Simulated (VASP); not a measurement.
# GeN (C222_1) in VASP: single point with PBE

Aim: the single point of GeN with PBE.

Program: VASP 6.6.1. These are calculated values, not measurements. Logs are shortened: lines on timing, memory, paths and dates and some standing lists are left out, and cuts for length are marked.

### 1 The cell of the first run

It takes space group C222_1 (No. 20, orthorhombic). The conventional cell has a = 4.069 Å, b = 6.990 Å, c = 5.454 Å, α = 90.00°, β = 90.00°, γ = 90.00°. Ge (site symmetry 2) has 2 N at 1.73 Å and 2 Ge at 1.74 Å within 2.3 Å. Within 2.3 Å of Ge (site symmetry 2) lie 2 Ge at 1.74 Å and 2 N at 1.84 Å. Within 2.3 Å of N (site symmetry 1) lie 1 N at 1.72 Å and 2 Ge at 1.73 to 1.84 Å.

The cell was generated, and may not be a known phase.

### 2 Single point, PBE

Input file INCAR:

```
  ALGO = Normal
  EDIFF = 1E-7
  ENCUT = 520
  GGA = PE
  ISIF = 2
  ISMEAR = 0
  LASPH = T
  LCHARG = F
  LREAL = F
  LWAVE = F
  NBANDS = 48
  NELM = 100
  PREC = Accurate
  SIGMA = 0.1
```

Input file KPOINTS:

```
k-points
0
Gamma
  6 6 4
```

Input file POSCAR:

```
GeN
1.0
    2.0345613700     -3.4951696700      0.0000000000
    2.0345613700      3.4951696700      0.0000000000
    0.0000000000      0.0000000000      5.4544846200
Ge N
4 4
Direct
    0.6259108200      0.3740891800      0.7500000000
    0.3740891800      0.6259108200      0.2500000000
    0.3448644700      0.3448644700      0.5000000000
    0.6551355300      0.6551355300      0.0000000000
    0.4415112000      0.9056546700      0.8403431400
    0.5584888000      0.0943453300      0.3403431400
    0.9056546700      0.4415112000      0.1596568600
    0.0943453300      0.5584888000      0.6596568600
```

Potentials or basis: VASP PAW PBE potentials, release 64 (Ge_d, N).

The run is started by

```sh
$ cat potpaw_PBE.64/Ge_d/POTCAR potpaw_PBE.64/N/POTCAR > POTCAR
$ mpirun -np 1 vasp_std > vasp.out
```

OUTCAR:

```text
EDIFF = 1E-7
   ENCUT = 520
   GGA = PE
   ISIF = 2
   ISMEAR = 0
   LASPH = T
   LREAL = F
   NELM = 100
   PREC = Accurate

 ion  position               nearest neighbor table
   1  0.626  0.374  0.750-   5 1.73   8 1.73   3 1.74   4 1.74
   2  0.374  0.626  0.250-   6 1.73   7 1.73   3 1.74   4 1.74
   3  0.345  0.345  0.500-   1 1.74   2 1.74   6 1.84   8 1.84
   4  0.655  0.655  0.000-   1 1.74   2 1.74   5 1.84   7 1.84
   5  0.442  0.906  0.840-   8 1.72   1 1.73   4 1.84
   6  0.558  0.094  0.340-   7 1.72   2 1.73   3 1.84
   7  0.906  0.442  0.160-   6 1.72   2 1.73   4 1.84
   8  0.094  0.558  0.660-   5 1.72   1 1.73   3 1.84

  LATTYP: Found a base centered orthorhombic cell.
 ALAT       =     4.0691227400
 B/A-ratio  =     1.7178983743
 C/A-ratio  =     1.3404571375

  Lattice vectors:

 A1 = (   2.0345613700,  -3.4951696700,   0.0000000000)
 A2 = (   2.0345613700,   3.4951696700,   0.0000000000)
 A3 = (   0.0000000000,   0.0000000000,   5.4544846200)

Analysis of symmetry for initial positions (statically):
=====================================================================
 Subroutine PRICEL returns:
 Original cell was already a primitive cell.

 Routine SETGRP: Setting up the symmetry group for a
 base centered orthorhombic supercell.

 Subroutine GETGRP returns: Found  4 space group operations
 (whereof  2 operations were pure point group operations)
 out of a pool of  8 trial point group operations.

The static configuration has the point symmetry C_2 .
 The point group associated with its full space group is D_2 .

Analysis of symmetry for dynamics (positions and initial velocities):
=====================================================================
 Subroutine PRICEL returns:
 Original cell was already a primitive cell.

 Routine SETGRP: Setting up the symmetry group for a
 base centered orthorhombic supercell.

 Subroutine GETGRP returns: Found  4 space group operations
 (whereof  2 operations were pure point group operations)
 out of a pool of  8 trial point group operations.

The dynamic configuration has the point symmetry C_2 .
 The point group associated with its full space group is D_2 .

 Subroutine INISYM returns: Found  4 space group operations
 (whereof  2 operations are pure point group operations),
 and found     1 'primitive' translations

----------------------------------------------------------------------------------------

                                     Primitive cell

  volume of cell :      77.5752

  direct lattice vectors                    reciprocal lattice vectors
     2.034561370 -3.495169670  0.000000000     0.245753216 -0.143054572  0.000000000
     2.034561370  3.495169670  0.000000000     0.245753216  0.143054572  0.000000000
     0.000000000  0.000000000  5.454484620     0.000000000  0.000000000  0.183335378

  length of vectors
     4.044212036  4.044212036  5.454484620     0.284357616  0.284357616  0.183335378

  position of ions in fractional coordinates (direct lattice)
     0.625910820  0.374089180  0.750000000
     0.374089180  0.625910820  0.250000000
     0.344864470  0.344864470  0.500000000
     0.655135530  0.655135530  0.000000000
     0.441511200  0.905654670  0.840343140
     0.558488800  0.094345330  0.340343140
     0.905654670  0.441511200  0.159656860
     0.094345330  0.558488800  0.659656860

  ion indices of the primitive-cell ions
   primitive index   ion index
                 1           1
                 2           2
                 3           3
                 4           4
                 5           5
                 6           6
                 7           7
                 8           8

----------------------------------------------------------------------------------------

 KPOINTS: k-points

Automatic generation of k-mesh.
 Grid dimensions read from file:
 generate k-points for:    6    6    4

 Generating k-lattice:

  Cartesian coordinates                     Fractional coordinates (reciprocal lattice)
     0.040958869 -0.023842429  0.000000000     0.166666667  0.000000000  0.000000000
     0.040958869  0.023842429  0.000000000     0.000000000  0.166666667  0.000000000
     0.000000000  0.000000000  0.045833845     0.000000000  0.000000000  0.250000000

  Length of vectors
     0.047392936  0.047392936  0.045833845

  Shift w.r.t. Gamma in fractional coordinates (k-lattice)
     0.000000000  0.000000000  0.000000000

 Subroutine IBZKPT returns following result:
 ===========================================

 Found     39 irreducible k-points:

 Following reciprocal coordinates:
            Coordinates               Weight
  0.000000  0.000000  0.000000      1.000000
  0.166667 -0.000000  0.000000      4.000000
  0.333333  0.000000  0.000000      4.000000
  0.500000  0.000000  0.000000      2.000000
  0.166667  0.166667  0.000000      2.000000
  0.333333  0.166667  0.000000      4.000000
[... 16 lines left out ...]
  0.333333  0.333333  0.250000      4.000000
  0.500000  0.333333  0.250000      8.000000
 [... further k-points ...]
   k-points           NKPTS =     39   k-points in BZ     NKDIM =     39   number of bands    NBANDS=     48
   number of dos      NEDOS =    301   number of ions     NIONS =      8
   total plane-waves  NPLWV =  37800
   dimension x,y,z NGX =    30 NGY =   30 NGZ =   42
   dimension x,y,z NGXF=    60 NGYF=   60 NGZF=   84
   ions per type =               4   4
   NGX,Y,Z   is equivalent  to a cutoff of  12.33, 12.33, 12.80 a.u.
   NGXF,Y,Z  is equivalent  to a cutoff of  24.66, 24.66, 25.60 a.u.
 SYSTEM =  unknown system
   PREC   = accura    normal or accurate (medium, high low for compatibility)
   ISTART =      0    job   : 0-new  1-cont  2-samecut
   ICHARG =      2    charge: 1-file 2-atom 10-const
   ISPIN  =      1    spin polarized calculation?
   LNONCOLLINEAR =      F non collinear calculations
   LSORBIT =      F    spin-orbit coupling
   LASPH  =      T    aspherical Exc in radial PAW
   ENCUT  =  520.0 eV  38.22 Ry    6.18 a.u.   7.52  7.52 10.14*2*pi/ulx,y,z
   NELM   =    100;   NELMIN=  2; NELMDL= -5     # of ELM steps
   EDIFF  = 0.1E-06   stopping-criterion for ELM
   LREAL  =      F    real-space projection
   EDIFFG = 0.1E-05   stopping-criterion for IOM
   NSW    =      0    number of steps for IOM
   IBRION =     -1    ionic relax: 0-MD 1-quasi-New 2-CG
   NFREE  =      0    steps in history (QN), initial steepest desc. (CG)
   ISIF   =      2    stress and relaxation
   ISYM   =      2    0-nonsym 1-usesym 2-fastsym
   POTIM  = 0.5000    time-step for ionic-motion
   TEBEG  =    0.0;   TEEND  =   0.0 temperature during run
   PSTRESS=    0.0 pullay stress
   NELECT =      76.0000    total number of electrons
   NUPDOWN=      -1.0000    fix difference up-down
   EMIN   =  10.00;   EMAX   =-10.00  energy-range for DOS
   EFERMI =   0.00;   METHOD = LEGACY
   ISMEAR =     0;   SIGMA  =   0.10  broadening in eV -4-tet -1-fermi 0-gaus
   EFERMI_NEDOS =   21; number of points for ismear=-14 and -15
   IALGO  =     38    algorithm
   IMIX   =      4    mixing-type and parameters
     AMIX     =   0.40;   BMIX     =  1.00
     AMIX_MAG =   1.60;   BMIX_MAG =  1.00
  volume/ion in A,a.u.               =       9.70        65.44
  Fermi-wavevector in a.u.,A,eV,Ry     =   1.625942  3.072585 35.969560  2.643688
  Thomas-Fermi vector in A             =   2.718983
   LORBIT       =      0    0 simple, 1 ext, 2 COOP (PROOUT), +10 PAW based schemes
   GGA     = PE    functional components
   LHFCALC =     F    Hartree Fock is set to
   AEXX    =    0.0000 exact exchange contribution
   IVDW    =     0    specifies the selected vdW correction
   LEPSILON=     F    determine dielectric tensor
   LRPA    =     F    only Hartree local field effects (RPA)
 non-spin polarized calculation
 Gauss-broadening in eV      SIGMA  =   0.10
  energy-cutoff  :      520.00
  volume of cell :       77.58
 maximum number of plane-waves:      2109
   NGX = 15   NGY = 15   NGZ = 21

 number of electron      76.0000055 magnetization

 Free energy of the ion-electron system (eV)
  ---------------------------------------------------
  ext. energy  EPLUGINS =         0.00000000
  ---------------------------------------------------
  free energy    TOTEN  =       -15.21948920 eV

  energy without entropy =      -15.20357108  energy(sigma->0) =      -15.21153014

 E-fermi :   9.7573     XC(G=0): -12.6683

 val. band max:        9.7567543687   @ k =   0.5000   0.3333   0.0000
 cond. band min:       9.7607076720   @ k =   0.5000   0.0000   0.0000
 fundamental gap:      0.0039533033
 Fermi energy:         9.7572680449

 k-point     1 :       0.0000    0.0000    0.0000
  band No.  band energies     occupation
      1     -17.9266      2.00000
      2     -17.8274      2.00000
      3     -17.4220      2.00000
      4     -17.4121      2.00000
      5     -16.9212      2.00000
      6     -16.4904      2.00000
[... 40 lines left out ...]
     47      17.3087      0.00000
     48      19.1756      0.00000

 k-point     2 :       0.1667   -0.0000    0.0000
  band No.  band energies     occupation
      1     -17.9267      2.00000
      2     -17.8269      2.00000
      3     -17.4238      2.00000
      4     -17.4080      2.00000
      5     -16.9189      2.00000
      6     -16.4834      2.00000
[... 40 lines left out ...]
     47      18.0589      0.00000
     48      18.8674      0.00000

 k-point     3 :       0.3333    0.0000    0.0000
  band No.  band energies     occupation
      1     -17.9266      2.00000
      2     -17.8260      2.00000
      3     -17.4262      2.00000
      4     -17.4010      2.00000
      5     -16.9143      2.00000
      6     -16.4684      2.00000
[... 40 lines left out ...]
     47      19.4965      0.00000
     48      19.7997      0.00000

 k-point     4 :       0.5000    0.0000    0.0000
  band No.  band energies     occupation
      1     -17.9264      2.00000
      2     -17.8256      2.00000
      3     -17.4272      2.00000
      4     -17.3976      2.00000
      5     -16.9120      2.00000
      6     -16.4638      2.00000
[... 958 lines left out ...]
     47      18.3096      0.00000
     48      18.9388      0.00000

 k-point    23 :       0.3333    0.3333    0.2500
  band No.  band energies     occupation
      1     -17.8831      2.00000
      2     -17.8174      2.00000
      3     -17.4681      2.00000
      4     -17.4116      2.00000
      5     -16.8540      2.00000
      6     -16.6709      2.00000
[... 40 lines left out ...]
     47      18.8360      0.00000
     48      19.3584      0.00000

 k-point    24 :       0.5000    0.3333    0.2500
  band No.  band energies     occupation
      1     -17.8826      2.00000
      2     -17.8169      2.00000
      3     -17.4683      2.00000
      4     -17.4138      2.00000
      5     -16.8523      2.00000
      6     -16.6706      2.00000
[... 40 lines left out ...]
     47      18.4396      0.00000
     48      18.9515      0.00000

 [... further k-points ...]

------------------------ aborting loop because EDIFF is reached ----------------------------------------

  FORCE on cell =-STRESS in cart. coord.  units (eV):
  Direction    XX          YY          ZZ          XY          YZ          ZX
  --------------------------------------------------------------------------------------
  -------------------------------------------------------------------------------------
  Total       38.7803535     85.6439969    140.1002813      0.0000000      0.0000000      0.0000000
  in kB      800.9392405   1768.8244589   2893.5221764      0.0000000      0.0000000      0.0000000
  external PRESSURE =    1821.0952919 kB  Pullay stress =       0.0000000 kB

 VOLUME and BASIS-vectors are now :
 -----------------------------------------------------------------------------
  energy-cutoff  :      520.00
  volume of cell :       77.58
      direct lattice vectors                 reciprocal lattice vectors
     2.034561370 -3.495169670  0.000000000     0.245753216 -0.143054572  0.000000000
     2.034561370  3.495169670  0.000000000     0.245753216  0.143054572  0.000000000
     0.000000000  0.000000000  5.454484620     0.000000000  0.000000000  0.183335378

 POSITION                                       TOTAL-FORCE (eV/Angst)
 -----------------------------------------------------------------------------------
      2.03456     -0.88016      4.09086         0.000000    -22.342217     -0.000000
      2.03456      0.88016      1.36362         0.000000     22.342217     -0.000000
      1.40330      0.00000      2.72724       -17.741213     -0.000000     -0.000000
      2.66583      0.00000      0.00000        17.741213     -0.000000     -0.000000
      2.74089      1.62226      4.58364        -4.505943      0.529236     -1.558350
      1.32823     -1.62226      1.85640         4.505943     -0.529236     -1.558350
      2.74089     -1.62226      0.87085        -4.505943     -0.529236      1.558350
      1.32823      1.62226      3.59809         4.505943      0.529236      1.558350
 -----------------------------------------------------------------------------------
    total drift:                                0.000000     -0.000001      0.000000

  FREE ENERGIE OF THE ION-ELECTRON SYSTEM (eV)
  ---------------------------------------------------
  free  energy   TOTEN  =       -15.2194891963 eV

  energy  without entropy=      -15.2035710772  energy(sigma->0) =      -15.21153014
```

Wall time 1.7 min (1 thread of Intel Xeon 6975P-C (Granite Rapids), shared host); peak memory 0.25 GiB.

What came out:

| Item | Value |
| --- | --- |
| Free energy | -15.2195 eV |
| Pressure | 182.1 GPa |
| Largest force | 22.342 eV/Å |
| Band gap on the k mesh | zero (bands 38 and 39 overlap by 1.29 eV) |

Forces in eV/Å, atoms in the order of the input:
```
Ge    0.000 -22.342   0.000
Ge    0.000  22.342   0.000
Ge  -17.741   0.000   0.000
Ge   17.741   0.000   0.000
N    -4.506   0.529  -1.558
N     4.506  -0.529  -1.558
N    -4.506  -0.529   1.558
N     4.506   0.529   1.558
```

Levels at points of the mesh, in eV from the Fermi level:
```csv
k point,band 34,band 35,band 36,band 37,band 38,band 39,band 40,band 41,band 42,band 43
"(0.00, 0.00, 0.00)",-3.64,-3.29,-2.21,-2.20,-2.18,-0.98,1.17,1.91,3.58,5.51
"(0.50, 0.00, 0.00)",-2.56,-1.92,-1.82,-1.44,-0.24,0.00,0.84,2.36,2.70,5.24
"(0.50, 0.50, 0.00)",-3.39,-1.47,-1.27,-1.12,0.27,0.40,2.16,2.69,3.56,5.47
"(0.00, 0.00, 0.50)",-4.25,-3.03,-3.03,-0.30,-0.30,-0.06,-0.06,2.44,2.44,4.87
"(0.50, 0.00, 0.50)",-3.71,-2.45,-2.45,-0.14,-0.14,0.60,0.60,2.31,2.31,5.94
"(0.50, 0.50, 0.50)",-2.93,-1.33,-1.33,-1.23,-1.23,0.38,0.38,3.45,3.45,5.37
```

Caveat: the stress differs along the axes, from 80 to 289 GPa; forces of over 1 eV/Å act on the atoms, so gaps and moduli don't describe the material at rest.
